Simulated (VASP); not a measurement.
Set up this calculation in VASP 6.6.1, as the native input.

```
Task                   : single point
Functional             : PBE
Potentials or basis    : VASP PAW PBE potentials, release 64 (Zn, Cd, Se, S)
Cutoff                 : 520 eV
k mesh                 : 6 × 6 × 4
Occupations            : gaussian, width 0.1 eV
Spin                   : no spin polarisation
Dipole correction      : no
Further INCAR settings : ALGO = Normal; EDIFF = 1e-06; NBANDS = 36
```

The structure of ZnCd2Se2S lies in POSCAR:

```
ZnCd2Se2S
1.0
    3.9040254635     -0.0000000025      0.0000000000
   -1.9520127295      3.3809852296      0.0000000000
    0.0000000000      0.0000000000      9.6424512410
Zn Cd Se S
1 2 2 1
Direct
    0.0000000000      0.0000000000      0.5000000000
    0.6666666667      0.3333333333      0.8360420323
    0.3333333333      0.6666666667      0.1639579677
    0.6666666667      0.3333333333      0.3454829611
    0.3333333333      0.6666666667      0.6545170389
    0.0000000000      0.0000000000      0.0000000000
```

The cell was built from a structure type or drawn by symmetry, and may not be a known phase.

One way to write it, as run:

INCAR

```
PREC = Accurate
ENCUT = 520
EDIFF = 1E-6
ISMEAR = 0
SIGMA = 0.1
LREAL = False
LASPH = True
NELM = 100
ALGO = Normal
ISIF = 2
LWAVE = False
LCHARG = False
GGA = PE
NBANDS = 36
```

KPOINTS

```
Automatic mesh
0
Gamma
  6 6 4
```

Potentials or basis: VASP PAW PBE potentials, release 64 (Zn, Cd, Se, S).

Command:

```console
$ cat potpaw_PBE.64/Zn/POTCAR potpaw_PBE.64/Cd/POTCAR potpaw_PBE.64/Se/POTCAR potpaw_PBE.64/S/POTCAR > POTCAR
$ mpirun -np 1 vasp_std > vasp.out
```

Results of the run:

The pressure is 0.3 GPa. The largest force is 0.021 eV/Å and the band gap on the k mesh is zero (bands 27 and 28 overlap by 0.49 eV).

Caveat: semilocal functionals underestimate gaps, so a narrow gap can read as zero.

Wall time 63 s on 1 thread of Intel(R) Xeon(R) 6975P-C (Granite Rapids), with other jobs on the host, peak memory 0.31 GiB.
